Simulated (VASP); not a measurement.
# TiTe2 (1T) (P-3m1) in VASP: relaxation of cell and atoms with PBE+D3(BJ)

Aim: the relaxation of cell and atoms of TiTe2 (1T) with PBE+D3(BJ).

All numbers are computed with VASP 6.6.1; they aren't measurements. Logs are shortened: lines on timing, memory, paths and dates and some standing lists are left out, and cuts for length are marked.

## (1) The cell of the first run

Symmetry: P-3m1, No. 164, trigonal system. Conventional cell: a = 3.777 Å, b = 3.777 Å, c = 6.498 Å, α = 90.00°, β = 90.00°, γ = 120.00°. Within 3.7 Å of Ti (site symmetry -3m) lie 6 Te at 2.77 Å. Te (site symmetry 3m) has 3 Ti at 2.77 Å within 3.7 Å.

## (2) Relaxation of cell and atoms, PBE+D3(BJ)

INCAR

```
SYSTEM = TiTe2
ALGO = Normal
EDIFF = 1E-7
EDIFFG = -0.002
ENCUT = 600
GGA = PE
IBRION = 2
ISIF = 3
ISMEAR = 0
IVDW = 12
LASPH = .TRUE.
LCHARG = .FALSE.
LREAL = .FALSE.
LWAVE = .FALSE.
NELM = 100
NSW = 80
PREC = Accurate
SIGMA = 0.03
```

KPOINTS

```
k-points
0
G
  12 12 8
  0 0 0
```

POSCAR

```
TiTe2
1.0
    3.7770000000      0.0000000000      0.0000000000
   -1.8885000000      3.2709779501      0.0000000000
    0.0000000000      0.0000000000      6.4980000000
Ti Te
1 2
Direct
    0.0000000000      0.0000000000      0.0000000000
    0.3333333333      0.6666666667      0.2628000000
    0.6666666667      0.3333333333      0.7372000000
```

Potentials or basis: VASP PAW PBE potentials, release 64 (Ti_sv, Te).

On the command line:

```
> cat potpaw_PBE.64/Ti_sv/POTCAR potpaw_PBE.64/Te/POTCAR > POTCAR
> mpirun -np 1 vasp_std > vasp.out
```

OUTCAR:

```text
SYSTEM = TiTe2
   EDIFF = 1E-7
   EDIFFG = -0.002
   ENCUT = 600
   GGA = PE
   IBRION = 2
   ISIF = 3
   ISMEAR = 0
   IVDW = 12
   LASPH = .TRUE.
   LREAL = .FALSE.
   NELM = 100
   NSW = 80
   PREC = Accurate
 IVDW          = 12

 ion  position               nearest neighbor table
   1  0.000  0.000  0.000-   2 2.77   3 2.77   3 2.77   2 2.77   3 2.77   2 2.77
   2  0.333  0.667  0.263-   1 2.77   1 2.77   1 2.77
   3  0.667  0.333  0.737-   1 2.77   1 2.77   1 2.77

  LATTYP: Found a hexagonal cell.
 ALAT       =     3.7770000000
 C/A-ratio  =     1.7204130262

  Lattice vectors:

 A1 = (   3.7770000000,   0.0000000000,   0.0000000000)
 A2 = (  -1.8885000000,   3.2709779501,   0.0000000000)
 A3 = (   0.0000000000,   0.0000000000,   6.4980000000)

Analysis of symmetry for initial positions (statically):
=====================================================================
 Subroutine PRICEL returns:
 Original cell was already a primitive cell.

 Routine SETGRP: Setting up the symmetry group for a
 hexagonal supercell.

 Subroutine GETGRP returns: Found 12 space group operations
 (whereof 12 operations were pure point group operations)
 out of a pool of 24 trial point group operations.

The static configuration has the point symmetry D_3d.

Analysis of symmetry for dynamics (positions and initial velocities):
=====================================================================
 Subroutine PRICEL returns:
 Original cell was already a primitive cell.

 Routine SETGRP: Setting up the symmetry group for a
 hexagonal supercell.

 Subroutine GETGRP returns: Found 12 space group operations
 (whereof 12 operations were pure point group operations)
 out of a pool of 24 trial point group operations.

The dynamic configuration has the point symmetry D_3d.

 Subroutine INISYM returns: Found 12 space group operations
 (whereof 12 operations are pure point group operations),
 and found     1 'primitive' translations

----------------------------------------------------------------------------------------

                                     Primitive cell

  volume of cell :      80.2794

  direct lattice vectors                    reciprocal lattice vectors
     3.777000000  0.000000000  0.000000000     0.264760392  0.152859484  0.000000000
    -1.888500000  3.270977950  0.000000000     0.000000000  0.305718967  0.000000000
     0.000000000  0.000000000  6.498000000     0.000000000  0.000000000  0.153893506

  length of vectors
     3.777000000  3.777000000  6.498000000     0.305718967  0.305718967  0.153893506

  position of ions in fractional coordinates (direct lattice)
     0.000000000  0.000000000  0.000000000
     0.333333333  0.666666667  0.262800000
     0.666666667  0.333333333  0.737200000

  ion indices of the primitive-cell ions
   primitive index   ion index
                 1           1
                 2           2
                 3           3

----------------------------------------------------------------------------------------

 KPOINTS: k-points

Automatic generation of k-mesh.
 Grid dimensions read from file:
 generate k-points for:   12   12    8

 Generating k-lattice:

  Cartesian coordinates                     Fractional coordinates (reciprocal lattice)
     0.022063366  0.012738290  0.000000000     0.083333333 -0.000000000  0.000000000
     0.000000000  0.025476581  0.000000000     0.000000000  0.083333333  0.000000000
     0.000000000  0.000000000  0.019236688     0.000000000  0.000000000  0.125000000

  Length of vectors
     0.025476581  0.025476581  0.019236688

  Shift w.r.t. Gamma in fractional coordinates (k-lattice)
     0.000000000  0.000000000  0.000000000

 Subroutine IBZKPT returns following result:
 ===========================================

 Found    131 irreducible k-points:

 Following reciprocal coordinates:
            Coordinates               Weight
  0.000000  0.000000  0.000000      1.000000
  0.083333  0.000000  0.000000      6.000000
  0.166667  0.000000  0.000000      6.000000
  0.250000 -0.000000  0.000000      6.000000
  0.333333  0.000000  0.000000      6.000000
  0.416667  0.000000  0.000000      6.000000
[... 16 lines left out ...]
  0.166667  0.000000  0.125000      6.000000
  0.000000  0.166667  0.125000      6.000000
 [... further k-points ...]
   k-points           NKPTS =    131   k-points in BZ     NKDIM =    131   number of bands    NBANDS=     16
   number of dos      NEDOS =    301   number of ions     NIONS =      3
   total plane-waves  NPLWV =  48600
   dimension x,y,z NGX =    30 NGY =   30 NGZ =   54
   dimension x,y,z NGXF=    60 NGYF=   60 NGZF=  108
   ions per type =               1   2
   NGX,Y,Z   is equivalent  to a cutoff of  13.20, 13.20, 13.82 a.u.
   NGXF,Y,Z  is equivalent  to a cutoff of  26.41, 26.41, 27.63 a.u.
 SYSTEM =  TiTe2
   PREC   = accura    normal or accurate (medium, high low for compatibility)
   ISTART =      0    job   : 0-new  1-cont  2-samecut
   ICHARG =      2    charge: 1-file 2-atom 10-const
   ISPIN  =      1    spin polarized calculation?
   LNONCOLLINEAR =      F non collinear calculations
   LSORBIT =      F    spin-orbit coupling
   LASPH  =      T    aspherical Exc in radial PAW
   ENCUT  =  600.0 eV  44.10 Ry    6.64 a.u.   7.54  7.54 12.98*2*pi/ulx,y,z
   NELM   =    100;   NELMIN=  2; NELMDL= -5     # of ELM steps
   EDIFF  = 0.1E-06   stopping-criterion for ELM
   LREAL  =      F    real-space projection
   EDIFFG = -.2E-02   stopping-criterion for IOM
   NSW    =     80    number of steps for IOM
   IBRION =      2    ionic relax: 0-MD 1-quasi-New 2-CG
   NFREE  =      1    steps in history (QN), initial steepest desc. (CG)
   ISIF   =      3    stress and relaxation
   ISYM   =      2    0-nonsym 1-usesym 2-fastsym
   POTIM  = 0.5000    time-step for ionic-motion
   TEBEG  =    0.0;   TEEND  =   0.0 temperature during run
   PSTRESS=    0.0 pullay stress
   NELECT =      24.0000    total number of electrons
   NUPDOWN=      -1.0000    fix difference up-down
   EMIN   =  10.00;   EMAX   =-10.00  energy-range for DOS
   EFERMI =   0.00;   METHOD = LEGACY
   ISMEAR =     0;   SIGMA  =   0.03  broadening in eV -4-tet -1-fermi 0-gaus
   EFERMI_NEDOS =   21; number of points for ismear=-14 and -15
   IALGO  =     38    algorithm
   IMIX   =      4    mixing-type and parameters
     AMIX     =   0.40;   BMIX     =  1.00
     AMIX_MAG =   1.60;   BMIX_MAG =  1.00
  volume/ion in A,a.u.               =      26.76       180.58
  Fermi-wavevector in a.u.,A,eV,Ry     =   1.094655  2.068597 16.303438  1.198269
  Thomas-Fermi vector in A             =   2.230964
   LORBIT       =      0    0 simple, 1 ext, 2 COOP (PROOUT), +10 PAW based schemes
   GGA     = PE    functional components
   LHFCALC =     F    Hartree Fock is set to
   AEXX    =    0.0000 exact exchange contribution
   IVDW    =    12    specifies the selected vdW correction
   LEPSILON=     F    determine dielectric tensor
   LRPA    =     F    only Hartree local field effects (RPA)
 conjugate gradient relaxation of ions
 non-spin polarized calculation
 Gauss-broadening in eV      SIGMA  =   0.03
  energy-cutoff  :      600.00
  volume of cell :       80.28
 maximum number of plane-waves:      2714
   NGX = 15   NGY = 15   NGZ = 25

--------------------------------------- Ionic step        1  -------------------------------------------

 number of electron      24.0000002 magnetization

 Free energy of the ion-electron system (eV)
  ---------------------------------------------------
  ext. energy  EPLUGINS =         0.00000000
  ---------------------------------------------------
  free energy    TOTEN  =       -16.20403685 eV

  energy without entropy =      -16.20339797  energy(sigma->0) =      -16.20371741

 E-fermi :   6.8542     XC(G=0):  -9.8600

 val. band max:        6.8502094393   @ k =   0.0833   0.0000   0.3750
 cond. band min:       6.8560606643   @ k =   0.3333   0.0000   0.5000
 fundamental gap:      0.0058512250
 Fermi energy:         6.8542422581

 k-point     1 :       0.0000    0.0000    0.0000
  band No.  band energies     occupation
      1     -50.6663      2.00000
      2     -26.9269      2.00000
      3     -26.9269      2.00000
      4     -26.8792      2.00000
      5      -5.5828      2.00000
      6      -4.0801      2.00000
[... 433 lines left out ...]
      3     -26.9293      2.00000
      4     -26.8768      2.00000
      5      -5.2451      2.00000
      6      -3.9959      2.00000
[... 8 lines left out ...]
     15       8.2028      0.00000
     16       9.4168      0.00000

 [... further k-points ...]

------------------------ aborting loop because EDIFF is reached ----------------------------------------

 Edisp (eV)   -1.47475

 E8    (eV) :    -0.6840
[... 108 lines left out ...]
  FREE ENERGIE OF THE ION-ELECTRON SYSTEM (eV)
  ---------------------------------------------------
  free  energy   TOTEN  =       -17.6987231371 eV

  energy  without entropy=      -17.6981298317  energy(sigma->0) =      -17.69842648

[... ionic steps 4 to 12 ...]

--------------------------------------- Ionic step       13  -------------------------------------------

 number of electron      24.0000000 magnetization

------------------------ aborting loop because EDIFF is reached ----------------------------------------
[... 77 lines left out ...]
--------------------------------------- Ionic step       15  -------------------------------------------

 number of electron      24.0000000 magnetization

 Free energy of the ion-electron system (eV)
  ---------------------------------------------------
  ext. energy  EPLUGINS =         0.00000000
  ---------------------------------------------------
  free energy    TOTEN  =       -16.14639690 eV

  energy without entropy =      -16.14596907  energy(sigma->0) =      -16.14618298

 E-fermi :   7.6194     XC(G=0): -10.1772

 val. band max:        7.6185884422   @ k =   0.4167   0.0000   0.2500
 cond. band min:       7.6243122176   @ k =   0.3333   0.0000   0.5000
 fundamental gap:      0.0057237754
 Fermi energy:         7.6193919038

 k-point     1 :       0.0000    0.0000    0.0000
  band No.  band energies     occupation
      1     -49.7575      2.00000
      2     -26.0242      2.00000
      3     -26.0242      2.00000
      4     -25.9857      2.00000
      5      -5.1619      2.00000
      6      -3.4597      2.00000
[... 433 lines left out ...]
      3     -26.0273      2.00000
      4     -25.9825      2.00000
      5      -4.7909      2.00000
      6      -3.3655      2.00000
[... 8 lines left out ...]
     15       9.1400      0.00000
     16      10.3737      0.00000

 [... further k-points ...]

------------------------ aborting loop because EDIFF is reached ----------------------------------------

 Edisp (eV)   -1.56936

 E8    (eV) :    -0.7269
[... 26 lines left out ...]
  FREE ENERGIE OF THE ION-ELECTRON SYSTEM (eV)
  ---------------------------------------------------
  free  energy   TOTEN  =       -17.7157605536 eV

  energy  without entropy=      -17.7153327142  energy(sigma->0) =      -17.71554663

 reached required accuracy - stopping structural energy minimisation
```

Run time: 30 min. Hardware: 1 thread of Intel Xeon Platinum 8259CL at 2.50GHz (Skylake/Cascade Lake), shared host; peak memory 0.39 GiB.

Results:

```yaml
Free_energy: -17.7158 eV
Relaxed_volume: 25.16 Å³/atom
Relaxed_cell: a = 3.695 Å, b = 3.695 Å, c = 6.384 Å, α = 90.00°, β = 90.00°, γ = 120.00°
Space_group_after_relaxing_to_0.05_Å: P-3m1 (No. 164)
Energy_gained_by_relaxing: 12.3 meV/atom
Ionic_steps: 15
Pressure_after_relaxing: 0.0 GPa
Band_gap_on_the_k_mesh: zero (band 12 reaches 8.06 eV, above the bottom of band 13 at 7.21 eV)
Dispersion_energy_per_atom: -0.523 eV
```

The path:
```tsv
step	energy change (eV)	largest force (eV/Å)	pressure (GPa)	volume (Å³)
1	0.0000	0.0502	-2.03	80.28
2	-0.0172	0.4438	1.10	76.40
3	-0.0199	0.3341	0.20	77.42
4	-0.0297	0.1974	0.09	76.81
5	-0.0324	0.0820	0.01	76.31
6	-0.0342	0.0488	-0.14	76.27
7	-0.0358	0.0465	-0.56	76.18
8	-0.0365	0.0257	-0.34	75.85
9	-0.0366	0.0106	-0.17	75.61
10	-0.0368	0.0041	-0.10	75.55
11	-0.0369	0.0068	-0.01	75.47
12	-0.0370	0.0120	0.04	75.43
13	-0.0370	0.0048	0.01	75.46
14	-0.0370	0.0020	-0.01	75.47
15	-0.0370	0.0019	0.00	75.47
```

Final structure:
```xyz
3
Lattice="3.6947 0.0000 0.0000 -1.8473 3.1997 0.0000 0.0000 0.0000 6.3835" Properties=species:S:1:pos:R:3 pbc="T T T"
Ti    0.0000    0.0000    6.3835
Te    0.0000    2.1331    1.7327
Te    1.8473    1.0666    4.6508
```

Levels at points of the mesh, in eV from the Fermi level:
| k point | band 9 | band 10 | band 11 | band 12 | band 13 | band 14 | band 15 | band 16 |
| --- | --- | --- | --- | --- | --- | --- | --- | --- |
| (0.00, 0.00, 0.00) | -1.61 | 0.23 | 0.44 | 0.44 | 0.70 | 1.28 | 1.28 | 3.09 |
| (0.50, 0.00, 0.00) | -2.95 | -2.54 | -1.73 | -1.17 | -0.05 | 1.28 | 1.64 | 2.41 |
| (0.00, 0.00, 0.50) | -1.51 | -1.51 | 0.43 | 0.43 | 0.85 | 0.85 | 1.09 | 3.66 |
| (0.50, 0.00, 0.50) | -2.60 | -2.09 | -0.94 | -0.46 | -0.41 | 1.27 | 1.63 | 2.58 |

Caveat: spin-orbit coupling is left out, which moves the levels of the heavy elements.
